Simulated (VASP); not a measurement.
# YAlC4N4 in VASP: notebook

The runs below take YAlC4N4 through single point, with PBE.

Everything below comes from runs of VASP 6.6.1. Logs are shortened: lines on timing, memory, paths and dates and some standing lists are left out, and cuts for length are marked.

## 1. The cell of the first run

It takes space group Cm (No. 8, monoclinic). Conventional cell: a = 6.921 Å, b = 6.866 Å, c = 7.918 Å, α = 90.00°, β = 110.55°, γ = 90.00°. Within 3.1 Å of Y (site symmetry m) lie 6 N at 2.35 to 2.64 Å and 2 C at 2.74 Å. Al (site symmetry m) has 4 C at 1.98 to 2.00 Å within 2.6 Å. C (site symmetry 1) has 1 N at 1.17 Å within 1.6 Å. Within 1.6 Å of C (site symmetry 1) lie 1 N at 1.20 Å. N (site symmetry 1) has 1 C at 1.17 Å within 1.6 Å. Within 1.6 Å of N (site symmetry 1) lie 1 C at 1.20 Å.

## 2. Single point, PBE

INCAR

```
SYSTEM = YAlC4N4
PREC = Accurate
ENCUT = 520
EDIFF = 1E-6
ISMEAR = 0
SIGMA = 0.1
LREAL = .FALSE.
LASPH = .TRUE.
NELM = 60
ALGO = Normal
ISIF = 2
LWAVE = .FALSE.
LCHARG = .FALSE.
GGA = PE
NBANDS = 36
```

KPOINTS

```
Automatic mesh
0
G
  4 4 4
  0 0 0
```

POSCAR

```
YAlC4N4
1.0
    3.4606655713     -3.4328446373      0.0000000000
    3.4606655713      3.4328446373      0.0000000000
   -2.7790300001      0.0000000000      7.4144250127
Y Al C N
1 1 4 4
Direct
    0.6333923015      0.6333923015      0.5697157053
    0.9592384915      0.9592384915      0.9906592036
    0.8111639891      0.2100060509      0.1865374913
    0.1574295135      0.7789568708      0.8046156324
    0.7789568708      0.1574295135      0.8046156324
    0.2100060509      0.8111639891      0.1865374913
    0.7568700283      0.3426788842      0.3176278752
    0.1934614611      0.6559243969      0.6610400422
    0.6559243969      0.1934614611      0.6610400422
    0.3426788842      0.7568700283      0.3176278752
```

Potentials or basis: VASP PAW PBE potentials, release 64 (Y_sv, Al, C, N).

Started as:

```sh
cat potpaw_PBE.64/Y_sv/POTCAR potpaw_PBE.64/Al/POTCAR potpaw_PBE.64/C/POTCAR potpaw_PBE.64/N/POTCAR > POTCAR
mpirun -np 1 vasp_std > vasp.out
```

OUTCAR:

```text
SYSTEM = YAlC4N4
   PREC = Accurate
   ENCUT = 520
   EDIFF = 1E-6
   ISMEAR = 0
   LREAL = .FALSE.
   LASPH = .TRUE.
   NELM = 60
   ISIF = 2
   GGA = PE

 ion  position               nearest neighbor table
   1  0.633  0.633  0.570-   7 2.35  10 2.35   9 2.42   8 2.42   8 2.64   9 2.64   5 2.74   4 2.74
                             2 3.30
   2  0.959  0.959  0.991-   4 1.98   5 1.98   3 2.00   6 2.00   1 3.30
   3  0.811  0.210  0.187-   7 1.17   2 2.00
   4  0.157  0.779  0.805-   8 1.20   2 1.98   1 2.74
   5  0.779  0.157  0.805-   9 1.20   2 1.98   1 2.74
   6  0.210  0.811  0.187-  10 1.17   2 2.00
   7  0.757  0.343  0.318-   3 1.17   1 2.35
   8  0.193  0.656  0.661-   4 1.20   1 2.42   1 2.64
   9  0.656  0.193  0.661-   5 1.20   1 2.42   1 2.64
  10  0.343  0.757  0.318-   6 1.17   1 2.35

  LATTYP: Found a base centered monoclinic cell.
 ALAT       =     6.9213311426
 B/A-ratio  =     0.9919608141
 C/A-ratio  =     1.1440176744
 COS(beta)  =    -0.3509707090

  Lattice vectors:

 A1 = (   3.4606655713,  -3.4328446373,   0.0000000000)
 A2 = (   3.4606655713,   3.4328446373,   0.0000000000)
 A3 = (  -2.7790300001,   0.0000000000,   7.4144250127)

Analysis of symmetry for initial positions (statically):
=====================================================================
 Subroutine PRICEL returns:
 Original cell was already a primitive cell.

 Routine SETGRP: Setting up the symmetry group for a
 base centered monoclinic supercell.

 Subroutine GETGRP returns: Found  2 space group operations
 (whereof  2 operations were pure point group operations)
 out of a pool of  4 trial point group operations.

The static configuration has the point symmetry C_1h.

Analysis of symmetry for dynamics (positions and initial velocities):
=====================================================================
 Subroutine PRICEL returns:
 Original cell was already a primitive cell.

 Routine SETGRP: Setting up the symmetry group for a
 base centered monoclinic supercell.

 Subroutine GETGRP returns: Found  2 space group operations
 (whereof  2 operations were pure point group operations)
 out of a pool of  4 trial point group operations.

The dynamic configuration has the point symmetry C_1h.

 Subroutine INISYM returns: Found  2 space group operations
 (whereof  2 operations are pure point group operations),
 and found     1 'primitive' translations

----------------------------------------------------------------------------------------

                                     Primitive cell

  volume of cell :     176.1657

  direct lattice vectors                    reciprocal lattice vectors
     3.460665571 -3.432844637  0.000000000     0.144480878 -0.145651800  0.054153450
     3.460665571  3.432844637  0.000000000     0.144480878  0.145651800  0.054153450
    -2.779030000  0.000000000  7.414425013     0.000000000  0.000000000  0.134872225

  length of vectors
     4.874487512  4.874487512  7.918125158     0.212183334  0.212183334  0.134872225

  position of ions in fractional coordinates (direct lattice)
     0.633392302  0.633392302  0.569715705
     0.959238492  0.959238492  0.990659204
     0.811163989  0.210006051  0.186537491
     0.157429513  0.778956871  0.804615632
     0.778956871  0.157429513  0.804615632
     0.210006051  0.811163989  0.186537491
     0.756870028  0.342678884  0.317627875
     0.193461461  0.655924397  0.661040042
     0.655924397  0.193461461  0.661040042
     0.342678884  0.756870028  0.317627875

  ion indices of the primitive-cell ions
   primitive index   ion index
                 1           1
                 2           2
                 3           3
                 4           4
                 5           5
                 6           6
                 7           7
                 8           8
                 9           9
                10          10

----------------------------------------------------------------------------------------

 KPOINTS: Automatic mesh

Automatic generation of k-mesh.
 Grid dimensions read from file:
 generate k-points for:    4    4    4

 Generating k-lattice:

  Cartesian coordinates                     Fractional coordinates (reciprocal lattice)
     0.036120219 -0.036412950  0.013538363     0.250000000  0.000000000 -0.000000000
     0.036120219  0.036412950  0.013538363     0.000000000  0.250000000 -0.000000000
     0.000000000  0.000000000  0.033718056     0.000000000  0.000000000  0.250000000

  Length of vectors
     0.053045833  0.053045833  0.033718056

  Shift w.r.t. Gamma in fractional coordinates (k-lattice)
     0.000000000  0.000000000  0.000000000

 Subroutine IBZKPT returns following result:
 ===========================================

 Found     24 irreducible k-points:

 Following reciprocal coordinates:
            Coordinates               Weight
  0.000000  0.000000  0.000000      1.000000
  0.250000  0.000000  0.000000      4.000000
  0.500000  0.000000  0.000000      2.000000
  0.250000  0.250000  0.000000      2.000000
  0.500000  0.250000  0.000000      4.000000
 -0.250000  0.250000  0.000000      2.000000
[... 16 lines left out ...]
 -0.250000  0.250000  0.500000      2.000000
  0.500000  0.500000  0.500000      1.000000
   k-points           NKPTS =     24   k-points in BZ     NKDIM =     24   number of bands    NBANDS=     36
   number of dos      NEDOS =    301   number of ions     NIONS =     10
   total plane-waves  NPLWV =  77760
   dimension x,y,z NGX =    36 NGY =   36 NGZ =   60
   dimension x,y,z NGXF=    72 NGYF=   72 NGZF=  120
   ions per type =               1   1   4   4
   NGX,Y,Z   is equivalent  to a cutoff of  12.28, 12.28, 12.60 a.u.
   NGXF,Y,Z  is equivalent  to a cutoff of  24.56, 24.56, 25.19 a.u.
 SYSTEM =  YAlC4N4
   PREC   = accura    normal or accurate (medium, high low for compatibility)
   ISTART =      0    job   : 0-new  1-cont  2-samecut
   ICHARG =      2    charge: 1-file 2-atom 10-const
   ISPIN  =      1    spin polarized calculation?
   LNONCOLLINEAR =      F non collinear calculations
   LSORBIT =      F    spin-orbit coupling
   LASPH  =      T    aspherical Exc in radial PAW
   ENCUT  =  520.0 eV  38.22 Ry    6.18 a.u.   9.06  9.06 14.72*2*pi/ulx,y,z
   NELM   =     60;   NELMIN=  2; NELMDL= -5     # of ELM steps
   EDIFF  = 0.1E-05   stopping-criterion for ELM
   LREAL  =      F    real-space projection
   EDIFFG = 0.1E-04   stopping-criterion for IOM
   NSW    =      0    number of steps for IOM
   IBRION =     -1    ionic relax: 0-MD 1-quasi-New 2-CG
   NFREE  =      0    steps in history (QN), initial steepest desc. (CG)
   ISIF   =      2    stress and relaxation
   ISYM   =      2    0-nonsym 1-usesym 2-fastsym
   POTIM  = 0.5000    time-step for ionic-motion
   TEBEG  =    0.0;   TEEND  =   0.0 temperature during run
   PSTRESS=    0.0 pullay stress
   NELECT =      50.0000    total number of electrons
   NUPDOWN=      -1.0000    fix difference up-down
   EMIN   =  10.00;   EMAX   =-10.00  energy-range for DOS
   EFERMI =   0.00;   METHOD = LEGACY
   ISMEAR =     0;   SIGMA  =   0.10  broadening in eV -4-tet -1-fermi 0-gaus
   EFERMI_NEDOS =   21; number of points for ismear=-14 and -15
   IALGO  =     38    algorithm
   IMIX   =      4    mixing-type and parameters
     AMIX     =   0.40;   BMIX     =  1.00
     AMIX_MAG =   1.60;   BMIX_MAG =  1.00
  volume/ion in A,a.u.               =      17.62       118.88
  Fermi-wavevector in a.u.,A,eV,Ry     =   1.075865  2.033090 15.748544  1.157485
  Thomas-Fermi vector in A             =   2.211733
   LORBIT       =      0    0 simple, 1 ext, 2 COOP (PROOUT), +10 PAW based schemes
   GGA     = PE    functional components
   LHFCALC =     F    Hartree Fock is set to
   AEXX    =    0.0000 exact exchange contribution
   IVDW    =     0    specifies the selected vdW correction
   LEPSILON=     F    determine dielectric tensor
   LRPA    =     F    only Hartree local field effects (RPA)
 non-spin polarized calculation
 Gauss-broadening in eV      SIGMA  =   0.10
  energy-cutoff  :      520.00
  volume of cell :      176.17
 maximum number of plane-waves:      4758
   NGX = 19   NGY = 19   NGZ = 29

 number of electron      50.0000000 magnetization

 Free energy of the ion-electron system (eV)
  ---------------------------------------------------
  ext. energy  EPLUGINS =         0.00000000
  ---------------------------------------------------
  free energy    TOTEN  =       -80.43950358 eV

  energy without entropy =      -80.43944199  energy(sigma->0) =      -80.43947278

 E-fermi :   1.9616     XC(G=0):  -8.0507

 val. band max:        1.7466732248   @ k =   0.0000   0.0000   0.5000
 cond. band min:       2.1541754187   @ k =   0.5000   0.5000   0.0000
 fundamental gap:      0.4075021938
 Fermi energy:         1.9615873257

 k-point     1 :       0.0000    0.0000    0.0000
  band No.  band energies     occupation
      1     -41.5371      2.00000
      2     -21.6461      2.00000
      3     -21.5500      2.00000
      4     -21.5267      2.00000
      5     -17.3954      2.00000
      6     -17.1472      2.00000
[... 28 lines left out ...]
     35       6.1423      0.00000
     36       6.7419      0.00000

 k-point     2 :       0.2500    0.0000    0.0000
  band No.  band energies     occupation
      1     -41.5368      2.00000
      2     -21.6725      2.00000
      3     -21.5511      2.00000
      4     -21.5356      2.00000
      5     -17.3307      2.00000
      6     -17.1319      2.00000
[... 28 lines left out ...]
     35       6.2124      0.00000
     36       6.3288      0.00000
[... 817 lines left out ...]
     35       6.1128      0.00000
     36       6.6003      0.00000

 k-point    24 :       0.5000    0.5000    0.5000
  band No.  band energies     occupation
      1     -41.5360      2.00000
      2     -21.7304      2.00000
      3     -21.6112      2.00000
      4     -21.5237      2.00000
      5     -17.1410      2.00000
      6     -17.0921      2.00000
[... 28 lines left out ...]
     35       6.1682      0.00000
     36       6.4343      0.00000

------------------------ aborting loop because EDIFF is reached ----------------------------------------

  FORCE on cell =-STRESS in cart. coord.  units (eV):
  Direction    XX          YY          ZZ          XY          YZ          ZX
  --------------------------------------------------------------------------------------
  -------------------------------------------------------------------------------------
  Total       -0.0125921      0.2356950      1.0140877      0.0000000      0.0000000     -0.2050648
  in kB       -0.1145215      2.1435797      9.2228435      0.0000000      0.0000000     -1.8650065
  external PRESSURE =       3.7506339 kB  Pullay stress =       0.0000000 kB

 VOLUME and BASIS-vectors are now :
 -----------------------------------------------------------------------------
  energy-cutoff  :      520.00
  volume of cell :      176.17
      direct lattice vectors                 reciprocal lattice vectors
     3.460665571 -3.432844637  0.000000000     0.144480878 -0.145651800  0.054153450
     3.460665571  3.432844637  0.000000000     0.144480878  0.145651800  0.054153450
    -2.779030000  0.000000000  7.414425013     0.000000000  0.000000000  0.134872225

 POSITION                                       TOTAL-FORCE (eV/Angst)
 -----------------------------------------------------------------------------------
      2.80066      0.00000      4.22411        -0.010060      0.000000     -0.016570
      3.88614      0.00000      7.34517         0.004633      0.000000      0.008707
      3.01553     -2.06368      1.38307         0.029820     -0.237776     -0.342867
      1.00447      2.13361      5.96576        -0.032775      0.141943      0.255571
      1.00447     -2.13361      5.96576        -0.032775     -0.141943      0.255571
      3.01553      2.06368      1.38307         0.029820      0.237776     -0.342867
      2.92247     -1.42185      2.35503        -0.030210      0.222345      0.335476
      1.10239      1.58756      4.90123         0.035878     -0.139402     -0.244248
      1.10239     -1.58756      4.90123         0.035878      0.139402     -0.244248
      2.92247      1.42185      2.35503        -0.030210     -0.222345      0.335476
 -----------------------------------------------------------------------------------
    total drift:                                0.000341     -0.000000      0.000019

  FREE ENERGIE OF THE ION-ELECTRON SYSTEM (eV)
  ---------------------------------------------------
  free  energy   TOTEN  =       -80.4395035770 eV

  energy  without entropy=      -80.4394419902  energy(sigma->0) =      -80.43947278
```

Wall time 2.8 min (1 thread of Oxide Virtual Turin-like, shared host); peak memory 0.32 GiB.

What came out:

```yaml
Free_energy: -80.4395 eV
Pressure: 0.4 GPa
Largest_force: 0.418 eV/Å
Band_gap_on_the_k_mesh: 0.41 eV (least direct gap 0.44 eV)
```

Forces in eV/Å, atoms in the order of the input:
```
Y   -0.010  0.000 -0.017
Al   0.005  0.000  0.009
C    0.030 -0.238 -0.343
C   -0.033  0.142  0.256
C   -0.033 -0.142  0.256
C    0.030  0.238 -0.343
N   -0.030  0.222  0.335
N    0.036 -0.139 -0.244
N    0.036  0.139 -0.244
N   -0.030 -0.222  0.335
```

Stress tensor (GPa, compression positive):
```
-0.01  0.00 -0.19
 0.00  0.21  0.00
-0.19  0.00  0.92
```

A k mesh can miss the band edges.

## 3. Single point, PBE

INCAR

```
ALGO     = Normal         # electronic algorithm
EDIFF    = 1E-7           # SCF threshold, eV
ENCUT    = 520            # plane-wave cutoff, eV
GGA      = PE             # functional
ISIF     = 2              # what is computed and relaxed
ISMEAR   = 0              # smearing method
LASPH    = T              # aspherical terms in the spheres
LCHARG   = F              # write CHGCAR
LREAL    = F              # projectors in reciprocal space
LWAVE    = F              # write WAVECAR
NBANDS   = 36             # bands
NELM     = 100            # most SCF steps
PREC     = Accurate       # precision mode
SIGMA    = 0.2            # smearing width, eV
```

KPOINTS

```
k-points
0
Gamma
  4 4 4
```

POSCAR

```
YAlC4N4
1.0
    3.3973483321     -3.4359979355      0.6605545096
    3.3976125830      3.4296898172      0.6559906492
    1.3179570055      0.0042437633      7.8076678549
Y Al C N
1 1 4 4
Direct
    0.6333923015      0.6335386083      0.4302842947
   -0.0406615891      0.9592848790      0.0093407964
    0.2100060509      0.8113102960      0.8134625087
    0.7789568708      0.1575758204      0.1953843676
    0.1574971610      0.7790000245      0.1954739130
    0.8113858577      0.2099934689      0.8134174000
    0.3426788842      0.7570163352      0.6823721248
    0.6559243969      0.1936077679      0.3389599578
    0.1937632343      0.6559461163      0.3389775836
    0.7570568319      0.3427266833      0.6823270534
```

Potentials or basis: VASP PAW PBE potentials, release 64 (Y_sv, Al, C, N).

Started as:

```sh
cat potpaw_PBE.64/Y_sv/POTCAR potpaw_PBE.64/Al/POTCAR potpaw_PBE.64/C/POTCAR potpaw_PBE.64/N/POTCAR > POTCAR
mpirun -np 1 vasp_std > vasp.out
```

Run time: 5.5 min. Hardware: 1 thread of Oxide Virtual Turin-like, shared host; peak memory 0.38 GiB.

It converged, with:

| Item | Value |
| --- | --- |
| Free energy | -80.4404 eV |
| Pressure | 0.4 GPa |
| Largest force | 0.410 eV/Å |
| Band gap on the k mesh | 0.41 eV (least direct gap 0.44 eV) |

Forces on the atoms (eV/Å):
```
Y   -0.016  0.000  0.020
Al   0.010  0.000 -0.003
C   -0.035  0.230  0.337
C    0.017 -0.142 -0.262
C    0.017  0.142 -0.262
C   -0.035 -0.229  0.337
N    0.033 -0.222 -0.332
N   -0.012  0.136  0.248
N   -0.012 -0.136  0.249
N    0.033  0.221 -0.332
```

Stress tensor (GPa, compression positive):
```
-0.05  0.00 -0.01
 0.00  0.20  0.00
-0.01  0.00  0.94
```

Levels at points of the mesh, in eV from the valence-band top:
```csv
k point,band 23,band 24,band 25,band 26,band 27,band 28
"(0.00, 0.00, 0.00)",-4.15,-3.85,-0.01,0.43,1.66,1.79
"(0.50, 0.00, 0.00)",-4.37,-3.79,-0.31,1.26,1.79,1.84
"(0.00, 0.50, 0.00)",-4.37,-3.79,-0.31,1.26,1.79,1.84
"(0.50, 0.50, 0.00)",-4.11,-3.80,-1.03,0.41,1.90,2.05
"(0.00, 0.00, 0.50)",-4.18,-3.79,0.00,1.10,1.56,1.70
"(0.50, 0.00, 0.50)",-4.34,-3.89,-0.55,1.27,2.07,2.15
"(0.00, 0.50, 0.50)",-4.34,-3.89,-0.56,1.27,2.07,2.15
"(0.50, 0.50, 0.50)",-4.16,-3.85,-0.68,0.53,1.59,1.86
```

A k mesh can miss the band edges.
